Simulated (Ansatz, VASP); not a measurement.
Two plane-wave programs on Ti

```xyz
2
Lattice="2.9057 0.0000 0.0000 -1.4529 2.5165 0.0000 0.0000 0.0000 4.8266" Properties=species:S:1:pos:R:3 pbc="T T T"
Ti    0.0000    1.6776    1.2066
Ti    1.4529    0.8388    3.6199
```

Change from the starting cell: strain -0.015 along x and y, +0.030 along z, atoms carried along.

Alike in both runs: task single point; functional PBEsol; k mesh 18 × 18 × 10; occupations gaussian, width 0.15 eV; no spin polarisation.

```csv
,VASP,Ansatz
version,VASP 6.6.1,Ansatz 0.2.0
potentials or method,"VASP PAW PBE potentials, release 64 (Ti_sv), cutoff 520 eV","scalar-relativistic, plane waves, PAW"
valence electrons in the cell,24,24
```

```tsv
	VASP	Ansatz	Ansatz less VASP
gap on the k mesh at the Fermi level (eV)	none	none	-
pressure (GPa)	-6.0	-5.8	+0.23
traceless stress, the component that is largest in VASP (GPa)	-3.32	-3.35	-0.027
```

VASP's potentials were made for PBE, not for PBEsol. A gap of «none» marks a metal or a gap that the smearing closes.
